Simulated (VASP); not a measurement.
# Mg (P6_3/mmc) in VASP: a series of runs

Runs on Mg. Level: PBE. Tasks: electric field gradients.

Program: VASP 6.6.1. These are calculated values, not measurements. Logs are shortened: lines on timing, memory, paths and dates and some standing lists are left out, and cuts for length are marked.

## (1) The cell of the first run

It takes space group P6_3/mmc (No. 194, hexagonal). The conventional cell has a = 3.166 Å, b = 3.166 Å, c = 5.140 Å, α = 90.00°, β = 90.00°, γ = 120.00°. Mg (site symmetry -6m2) has 12 Mg at 3.15 to 3.17 Å within 4.1 Å.

## (2) Electric field gradients, PBE (volume scaled by 0.96)

INCAR

```
SYSTEM = Mg
PREC = Accurate
ENCUT = 520
EDIFF = 1E-8
ISMEAR = -1
SIGMA = 0.08
LREAL = .FALSE.
LASPH = .TRUE.
NELM = 60
ALGO = Normal
ISIF = 2
LWAVE = .FALSE.
LCHARG = .FALSE.
GGA = PE
LEFG = .TRUE.
NBANDS = 9
```

KPOINTS

```
Automatic mesh
0
G
  12 12 7
  0 0 0
```

POSCAR

```
Mg
1.0
    3.1658976813      0.0000000000      0.0000000000
   -1.5829488406      2.7417478178      0.0000000000
    0.0000000000      0.0000000000      5.1399115029
Mg
2
Direct
    0.3333333333      0.6666666667      0.2500000000
    0.6666666667      0.3333333333      0.7500000000
```

Potentials or basis: VASP PAW PBE potentials, release 64 (Mg).

Command:

```bash
cat potpaw_PBE.64/Mg/POTCAR > POTCAR
mpirun -np 1 vasp_std > vasp.out
```

OUTCAR:

```text
SYSTEM = Mg
   PREC = Accurate
   ENCUT = 520
   EDIFF = 1E-8
   ISMEAR = -1
   LREAL = .FALSE.
   LASPH = .TRUE.
   NELM = 60
   ISIF = 2
   GGA = PE

 ion  position               nearest neighbor table
   1  0.333  0.667  0.250-   2 3.15   2 3.15   2 3.15   2 3.15   2 3.15   2 3.15
   2  0.667  0.333  0.750-   1 3.15   1 3.15   1 3.15   1 3.15   1 3.15   1 3.15

  LATTYP: Found a hexagonal cell.
 ALAT       =     3.1658976813
 C/A-ratio  =     1.6235242008

  Lattice vectors:

 A1 = (   3.1658976813,   0.0000000000,   0.0000000000)
 A2 = (  -1.5829488406,   2.7417478178,   0.0000000000)
 A3 = (   0.0000000000,   0.0000000000,   5.1399115029)

Analysis of symmetry for initial positions (statically):
=====================================================================
 Subroutine PRICEL returns:
 Original cell was already a primitive cell.

 Routine SETGRP: Setting up the symmetry group for a
 hexagonal supercell.

 Subroutine GETGRP returns: Found 24 space group operations
 (whereof 12 operations were pure point group operations)
 out of a pool of 24 trial point group operations.

The static configuration has the point symmetry D_3d.
 The point group associated with its full space group is D_6h.

Analysis of symmetry for dynamics (positions and initial velocities):
=====================================================================
 Subroutine PRICEL returns:
 Original cell was already a primitive cell.

 Routine SETGRP: Setting up the symmetry group for a
 hexagonal supercell.

 Subroutine GETGRP returns: Found 24 space group operations
 (whereof 12 operations were pure point group operations)
 out of a pool of 24 trial point group operations.

The dynamic configuration has the point symmetry D_3d.
 The point group associated with its full space group is D_6h.

 Subroutine INISYM returns: Found 24 space group operations
 (whereof 12 operations are pure point group operations),
 and found     1 'primitive' translations

----------------------------------------------------------------------------------------

                                     Primitive cell

  volume of cell :      44.6149

  direct lattice vectors                    reciprocal lattice vectors
     3.165897681  0.000000000  0.000000000     0.315866178  0.182365423  0.000000000
    -1.582948841  2.741747818  0.000000000     0.000000000  0.364730846  0.000000000
     0.000000000  0.000000000  5.139911503     0.000000000  0.000000000  0.194555879

  length of vectors
     3.165897681  3.165897681  5.139911503     0.364730846  0.364730846  0.194555879

  position of ions in fractional coordinates (direct lattice)
     0.333333333  0.666666667  0.250000000
     0.666666667  0.333333333  0.750000000

  ion indices of the primitive-cell ions
   primitive index   ion index
                 1           1
                 2           2

----------------------------------------------------------------------------------------

 KPOINTS: Automatic mesh

Automatic generation of k-mesh.
 Grid dimensions read from file:
 generate k-points for:   12   12    7

 Generating k-lattice:

  Cartesian coordinates                     Fractional coordinates (reciprocal lattice)
     0.026322181  0.015197119  0.000000000     0.083333333  0.000000000  0.000000000
     0.000000000  0.030394237  0.000000000     0.000000000  0.083333333  0.000000000
     0.000000000  0.000000000  0.027793697     0.000000000  0.000000000  0.142857143

  Length of vectors
     0.030394237  0.030394237  0.027793697

  Shift w.r.t. Gamma in fractional coordinates (k-lattice)
     0.000000000  0.000000000  0.000000000

 Subroutine IBZKPT returns following result:
 ===========================================

 Found     76 irreducible k-points:

 Following reciprocal coordinates:
            Coordinates               Weight
  0.000000  0.000000  0.000000      1.000000
  0.083333  0.000000  0.000000      6.000000
  0.166667  0.000000  0.000000      6.000000
  0.250000  0.000000  0.000000      6.000000
  0.333333  0.000000  0.000000      6.000000
  0.416667  0.000000  0.000000      6.000000
[... 16 lines left out ...]
  0.250000  0.000000  0.142857     12.000000
  0.333333  0.000000  0.142857     12.000000
 [... further k-points ...]
   k-points           NKPTS =     76   k-points in BZ     NKDIM =     76   number of bands    NBANDS=      9
   number of dos      NEDOS =    301   number of ions     NIONS =      2
   total plane-waves  NPLWV =  23040
   dimension x,y,z NGX =    24 NGY =   24 NGZ =   40
   dimension x,y,z NGXF=    48 NGYF=   48 NGZF=   80
   ions per type =               2
   NGX,Y,Z   is equivalent  to a cutoff of  12.60, 12.60, 12.94 a.u.
   NGXF,Y,Z  is equivalent  to a cutoff of  25.21, 25.21, 25.88 a.u.
 SYSTEM =  Mg
   PREC   = accura    normal or accurate (medium, high low for compatibility)
   ISTART =      0    job   : 0-new  1-cont  2-samecut
   ICHARG =      2    charge: 1-file 2-atom 10-const
   ISPIN  =      1    spin polarized calculation?
   LNONCOLLINEAR =      F non collinear calculations
   LSORBIT =      F    spin-orbit coupling
   LASPH  =      T    aspherical Exc in radial PAW
   ENCUT  =  520.0 eV  38.22 Ry    6.18 a.u.   5.89  5.89  9.56*2*pi/ulx,y,z
   NELM   =     60;   NELMIN=  2; NELMDL= -5     # of ELM steps
   EDIFF  = 0.1E-07   stopping-criterion for ELM
   LREAL  =      F    real-space projection
   EDIFFG = 0.1E-06   stopping-criterion for IOM
   NSW    =      0    number of steps for IOM
   IBRION =     -1    ionic relax: 0-MD 1-quasi-New 2-CG
   NFREE  =      0    steps in history (QN), initial steepest desc. (CG)
   ISIF   =      2    stress and relaxation
   ISYM   =      2    0-nonsym 1-usesym 2-fastsym
   POTIM  = 0.5000    time-step for ionic-motion
   TEBEG  =    0.0;   TEEND  =   0.0 temperature during run
   PSTRESS=    0.0 pullay stress
   NELECT =       4.0000    total number of electrons
   NUPDOWN=      -1.0000    fix difference up-down
   EMIN   =  10.00;   EMAX   =-10.00  energy-range for DOS
   EFERMI =   0.00;   METHOD = LEGACY
   ISMEAR =    -1;   SIGMA  =   0.08  broadening in eV -4-tet -1-fermi 0-gaus
   EFERMI_NEDOS =   21; number of points for ismear=-14 and -15
   IALGO  =     38    algorithm
   IMIX   =      4    mixing-type and parameters
     AMIX     =   0.40;   BMIX     =  1.00
     AMIX_MAG =   1.60;   BMIX_MAG =  1.00
  volume/ion in A,a.u.               =      22.31       150.54
  Fermi-wavevector in a.u.,A,eV,Ry     =   0.732715  1.384630  7.304568  0.536871
  Thomas-Fermi vector in A             =   1.825246
   LORBIT       =      0    0 simple, 1 ext, 2 COOP (PROOUT), +10 PAW based schemes
   GGA     = PE    functional components
   LHFCALC =     F    Hartree Fock is set to
   AEXX    =    0.0000 exact exchange contribution
   IVDW    =     0    specifies the selected vdW correction
   LEPSILON=     F    determine dielectric tensor
   LRPA    =     F    only Hartree local field effects (RPA)
 non-spin polarized calculation
  energy-cutoff  :      520.00
  volume of cell :       44.61
 maximum number of plane-waves:      1216
 NGX is ok and might be reduce to    24
   NGX = 11   NGY = 11   NGZ = 19

 number of electron       4.0000000 magnetization

 Free energy of the ion-electron system (eV)
  ---------------------------------------------------
  ext. energy  EPLUGINS =         0.00000000
  ---------------------------------------------------
  free energy    TOTEN  =        -3.01850803 eV

  energy without entropy =       -3.00132356  energy(sigma->0) =       -3.00991579

 E-fermi :   2.7414     XC(G=0):  -8.5803

 val. band max:        2.7179911454   @ k =   0.2500   0.0000   0.0000
 cond. band min:       2.8777566680   @ k =   0.4167   0.0833   0.2857
 fundamental gap:      0.1597655226
 Fermi energy:         2.7413767813

 k-point     1 :       0.0000    0.0000    0.0000
  band No.  band energies     occupation
      1      -4.2712      2.00000
      2       1.0537      2.00000
      3       1.5452      2.00000
      4      13.8913      0.00000
      5      13.8913      0.00000
      6      14.0644      0.00000
      7      14.0644      0.00000
      8      14.7828      0.00000
      9      16.4761      0.00000

 k-point     2 :       0.0833    0.0000    0.0000
  band No.  band energies     occupation
      1      -4.1319      2.00000
      2       1.1807      2.00000
      3       1.6803      2.00000
      4      11.6010      0.00000
      5      12.7049      0.00000
      6      13.5060      0.00000
      7      15.4302      0.00000
      8      15.6786      0.00000
      9      16.3425      0.00000
[... 253 lines left out ...]
 k-point    24 :       0.3333    0.0000    0.1429
  band No.  band energies     occupation
      1      -1.9526      2.00000
      2       1.9104      1.99994
      3       4.2404      0.00000
      4       5.3524      0.00000
      5       8.1176      0.00000
      6      10.3710      0.00000
      7      10.4900      0.00000
      8      12.4354      0.00000
      9      13.7622      0.00000

 [... further k-points ...]
[... 5 lines left out ...]
  --------------------------------------------------------------------------------------
  -------------------------------------------------------------------------------------
  Total        0.3400627      0.3400627      0.1083770      0.0000000      0.0000000      0.0000000
  in kB       12.2120759     12.2120759      3.8919536      0.0000000      0.0000000      0.0000000
  external PRESSURE =       9.4387018 kB  Pullay stress =       0.0000000 kB

 VOLUME and BASIS-vectors are now :
 -----------------------------------------------------------------------------
  energy-cutoff  :      520.00
  volume of cell :       44.61
      direct lattice vectors                 reciprocal lattice vectors
     3.165897681  0.000000000  0.000000000     0.315866178  0.182365423  0.000000000
    -1.582948841  2.741747818  0.000000000     0.000000000  0.364730846  0.000000000
     0.000000000  0.000000000  5.139911503     0.000000000  0.000000000  0.194555879

 POSITION                                       TOTAL-FORCE (eV/Angst)
 -----------------------------------------------------------------------------------
     -0.00000      1.82783      1.28498         0.000000      0.000000      0.000000
      1.58295      0.91392      3.85493        -0.000000     -0.000000      0.000000
 -----------------------------------------------------------------------------------
    total drift:                                0.000000     -0.000000      0.000000

  FREE ENERGIE OF THE ION-ELECTRON SYSTEM (eV)
  ---------------------------------------------------
  free  energy   TOTEN  =        -3.0185080294 eV

  energy  without entropy=       -3.0013235572  energy(sigma->0) =       -3.00991579

 Electric field gradients (V/A^2)
---------------------------------------------------------------------
 ion       V_xx      V_yy      V_zz      V_xy      V_xz      V_yz
---------------------------------------------------------------------
   1      -0.501    -0.501     1.003    -0.000    -0.000     0.000
   2      -0.501    -0.501     1.003    -0.000     0.000    -0.000
---------------------------------------------------------------------

 Electric field gradients after diagonalization (V/A^2)
 (convention: |V_zz| > |V_xx| > |V_yy|)
----------------------------------------------------------------------
 ion       V_xx      V_yy      V_zz     asymmetry (V_yy - V_xx)/ V_zz
----------------------------------------------------------------------
   1      -0.501    -0.501     1.003       0.000
   2      -0.501    -0.501     1.003       0.000
----------------------------------------------------------------------

           NMR quadrupolar parameters

 Cq : quadrupolar parameter    Cq=e*Q*V_zz/h
 eta: asymmetry parameters     (V_yy - V_xx)/ V_zz
 Q  : nuclear electric quadrupole moment in mb (millibarn)
----------------------------------------------------------------------
 ion       Cq(MHz)       eta       Q (mb)
----------------------------------------------------------------------
   1       0.002       0.000       1.000
   2       0.002       0.000       1.000
----------------------------------------------------------------------
```

Run time: 18 s. Hardware: 1 thread of Intel Xeon Platinum 8488C (Sapphire Rapids), shared host; peak memory 0.17 GiB.

What came out:

* Free energy: -3.0185 eV
* Pressure: 0.9 GPa
* Band gap on the k mesh: zero (band 2 reaches 3.79 eV, above the bottom of band 3 at 1.55 eV)

Electric field gradients, principal values (V/Å²):
| atom | least | middle | greatest (by size) |
| --- | --- | --- | --- |
| 1 Mg | -0.501 | -0.501 | 1.003 |
| 2 Mg | -0.501 | -0.501 | 1.003 |

Caveat: without QUAD_EFG the Cq values of the log hold for a quadrupole moment of 1 mb, not for the nuclei.

## (3) Electric field gradients, PBE (volume scaled by 0.98)

INCAR

```
PREC     = Accurate       # precision mode
ENCUT    = 520            # plane-wave cutoff, eV
EDIFF    = 1E-8           # SCF threshold, eV
ISMEAR   = -1             # smearing method
SIGMA    = 0.08           # smearing width, eV
LREAL    = F              # projectors in reciprocal space
LASPH    = T              # aspherical terms in the spheres
NELM     = 80             # most SCF steps
ALGO     = Normal         # electronic algorithm
ISIF     = 2              # what is computed and relaxed
LWAVE    = F              # write WAVECAR
LCHARG   = F              # write CHGCAR
GGA      = PE             # functional
LEFG     = T            
NBANDS   = 9              # bands
```

KPOINTS

```
regular mesh
0
Gamma
  12 12 7
```

POSCAR

```
Mg
1.0
    3.1877321484      0.0000000000      0.0000000000
   -1.5938660741      2.7606570210      0.0000000000
    0.0000000000      0.0000000000      5.1753602886
Mg
2
Direct
    0.3333333333      0.6666666667      0.2500000000
    0.6666666667      0.3333333333      0.7500000000
```

Potentials or basis: VASP PAW PBE potentials, release 64 (Mg).

Command:

```bash
cat potpaw_PBE.64/Mg/POTCAR > POTCAR
mpirun -np 1 vasp_std > vasp.out
```

OUTCAR:

```text
PREC = Accurate
   ENCUT = 520
   EDIFF = 1E-8
   ISMEAR = -1
   LREAL = F
   LASPH = T
   NELM = 80
   ISIF = 2
   GGA = PE

 ion  position               nearest neighbor table
   1  0.333  0.667  0.250-   2 3.18   2 3.18   2 3.18   2 3.18   2 3.18   2 3.18
   2  0.667  0.333  0.750-   1 3.18   1 3.18   1 3.18   1 3.18   1 3.18   1 3.18

  LATTYP: Found a hexagonal cell.
 ALAT       =     3.1877321484
 C/A-ratio  =     1.6235242008

  Lattice vectors:

[... 502 lines left out ...]

  FREE ENERGIE OF THE ION-ELECTRON SYSTEM (eV)
  ---------------------------------------------------
  free  energy   TOTEN  =        -3.0216381509 eV

  energy  without entropy=       -3.0039858150  energy(sigma->0) =       -3.01281198

 Electric field gradients (V/A^2)
---------------------------------------------------------------------
 ion       V_xx      V_yy      V_zz      V_xy      V_xz      V_yz
---------------------------------------------------------------------
   1      -0.497    -0.497     0.994    -0.000    -0.000     0.000
   2      -0.497    -0.497     0.994    -0.000     0.000    -0.000
---------------------------------------------------------------------

 Electric field gradients after diagonalization (V/A^2)
 (convention: |V_zz| > |V_xx| > |V_yy|)
----------------------------------------------------------------------
 ion       V_xx      V_yy      V_zz     asymmetry (V_yy - V_xx)/ V_zz
----------------------------------------------------------------------
   1      -0.497    -0.497     0.994       0.000
   2      -0.497    -0.497     0.994       0.000
----------------------------------------------------------------------

           NMR quadrupolar parameters

 Cq : quadrupolar parameter    Cq=e*Q*V_zz/h
 eta: asymmetry parameters     (V_yy - V_xx)/ V_zz
 Q  : nuclear electric quadrupole moment in mb (millibarn)
----------------------------------------------------------------------
 ion       Cq(MHz)       eta       Q (mb)
----------------------------------------------------------------------
   1       0.002       0.000       1.000
   2       0.002       0.000       1.000
----------------------------------------------------------------------
```

OSZICAR:

```text
N       E                     dE             d eps       ncg     rms          rms(c)
DAV:   1    -0.431262459267E+00   -0.43126E+00   -0.13095E+03  1368   0.317E+02
DAV:   2    -0.300377682513E+01   -0.25725E+01   -0.25220E+01  1862   0.265E+01
DAV:   3    -0.303517790225E+01   -0.31401E-01   -0.31329E-01  1838   0.250E+00
DAV:   4    -0.303526631151E+01   -0.88409E-04   -0.88406E-04  1695   0.131E-01
DAV:   5    -0.303526677369E+01   -0.46218E-06   -0.46238E-06  1787   0.904E-03    0.961E-01
DAV:   6    -0.302911305417E+01    0.61537E-02   -0.59562E-04  1568   0.191E-01    0.616E-01
DAV:   7    -0.302162771887E+01    0.74853E-02   -0.23082E-03  1431   0.330E-01    0.340E-02
DAV:   8    -0.302163968245E+01   -0.11964E-04   -0.16214E-05  1949   0.241E-02    0.756E-03
DAV:   9    -0.302163840432E+01    0.12781E-05   -0.12216E-06  1491   0.532E-03    0.614E-04
DAV:  10    -0.302163818364E+01    0.22068E-06   -0.55475E-09  1818   0.441E-04    0.153E-04
DAV:  11    -0.302163815286E+01    0.30777E-07   -0.52041E-10   866   0.161E-04    0.161E-05
DAV:  12    -0.302163815085E+01    0.20113E-08   -0.11311E-11   809   0.183E-05
   1 F= -.30216382E+01 E0= -.30128120E+01  d E =-.176523E-01
```

Run time: 20 s. Hardware: 1 thread of Intel Xeon Platinum 8488C (Sapphire Rapids), shared host; peak memory 0.17 GiB.

Results:

```yaml
Free_energy: -3.0216 eV
Pressure: 0.1 GPa
Band_gap_on_the_k_mesh: zero (band 2 reaches 3.68 eV, above the bottom of band 3 at 1.43 eV)
```

Stress tensor (GPa, compression positive):
```
 0.41  0.00  0.00
 0.00  0.41  0.00
 0.00  0.00 -0.39
```

Levels at points of the mesh, in eV from the Fermi level:
```tsv
k point	band 1	band 2	band 3	band 4	band 5
(0.00, 0.00, 0.00)	-6.92	-1.66	-1.20	11.03	11.03
(0.50, 0.00, 0.00)	-2.11	-2.10	2.72	3.07	3.35
```

Electric field gradients, principal values (V/Å²):
| atom | least | middle | greatest (by size) |
| --- | --- | --- | --- |
| 1 Mg | -0.497 | -0.497 | 0.994 |
| 2 Mg | -0.497 | -0.497 | 0.994 |

Caveat: without QUAD_EFG the Cq values of the log hold for a quadrupole moment of 1 mb, not for the nuclei.

(Part 1 of 3 ends here.)
